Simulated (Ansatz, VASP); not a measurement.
## One calculation of ZnSe, two programs

```
CELL_PARAMETERS angstrom
0.00000 5.73176 -5.73176
5.73176 5.73176 0.00000
5.73176 0.00000 -5.73176
ATOMIC_POSITIONS crystal
Zn 0.50000 0.50000 0.00000
Zn 0.50000 0.00000 0.00000
Zn 0.00000 0.50000 0.00000
Zn 0.00000 0.00000 0.00000
Zn 0.50000 0.50000 0.50000
Zn 0.50000 0.00000 0.50000
Zn 0.00000 0.50000 0.50000
Zn 0.00000 0.00000 0.50000
Se 0.37500 0.37500 0.37500
Se 0.37500 0.87500 0.37500
Se 0.87500 0.37500 0.37500
Se 0.87500 0.87500 0.37500
Se 0.37500 0.37500 0.87500
Se 0.37500 0.87500 0.87500
Se 0.87500 0.37500 0.87500
Se 0.87500 0.87500 0.87500
```

Alike in both runs: task single point; functional PBE; k mesh 2 × 2 × 2; occupations gaussian, width 0.01 eV; no spin polarisation.

```csv
,VASP,Ansatz
version,VASP 6.6.1,Ansatz 0.2.0
potentials or method,"VASP PAW PBE potentials, release 64 (Zn, Se), cutoff 520 eV","scalar-relativistic, plane waves, PAW"
valence electrons in the cell,144,224
```

```tsv
	VASP	Ansatz	Ansatz less VASP
gap on the k mesh at the Fermi level (eV)	1.14	1.14	-0.001
least direct gap on the mesh (eV)	1.14	1.14	-0.001
pressure (GPa)	0.5	0.3	-0.19
```

With one functional, cell and mesh, what is left measures potentials, basis and numerics. VASP's potentials hold 144 valence electrons a cell and Ansatz's 224, so a difference there can come from the potentials and not from the codes.

The k mesh is coarse, so the values compare programs but aren't converged.
